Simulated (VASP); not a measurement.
Write the native input for VASP 6.6.1 that does the following.

```
Task                   : single point
Functional             : PBE
Potentials or basis    : VASP PAW PBE potentials, release 64 (Lu)
Cutoff                 : 520 eV
k mesh                 : 10 × 10 × 5
Occupations            : methfessel-paxton, width 0.1 eV
Spin                   : no spin polarisation
Dipole correction      : no
Further INCAR settings : ALGO = Normal; EDIFF = 1e-06; NBANDS = 32
```

The structure of Lu lies in POSCAR:

```
Lu
1.0
    3.4132370082      0.0000000000      0.0000000000
   -1.7066185041      2.9559499563      0.0000000000
    0.0000000000      0.0000000000      5.4085059829
Lu
2
Direct
    0.3333333333      0.6666666667      0.2500000000
    0.6666666667      0.3333333333      0.7500000000
```

The input as run:

INCAR

```
SYSTEM = Lu
PREC = Accurate
ENCUT = 520
EDIFF = 1E-6
ISMEAR = 1
SIGMA = 0.1
LREAL = .False.
LASPH = .True.
NELM = 100
ALGO = Normal
ISIF = 2
LWAVE = .False.
LCHARG = .False.
GGA = PE
NBANDS = 32
```

KPOINTS

```
regular mesh
0
Gamma
  10 10 5
  0 0 0
```

Potentials or basis: VASP PAW PBE potentials, release 64 (Lu).

Launch:

```console
$ cat potpaw_PBE.64/Lu/POTCAR > POTCAR
$ mpirun -np 1 vasp_std > vasp.out
```

Results of the run:

```json
{
  "Pressure": "3.4 GPa",
  "Band gap on the k mesh": "zero (band 25 reaches 3.36 eV, above the bottom of band 26 at 1.87 eV)"
}
```

Caveat: spin-orbit coupling is left out, which moves the levels of the heavy elements.

Wall time 2.2 min on 1 thread of AMD EPYC 7R13 (shared host), peak memory 0.19 GiB.
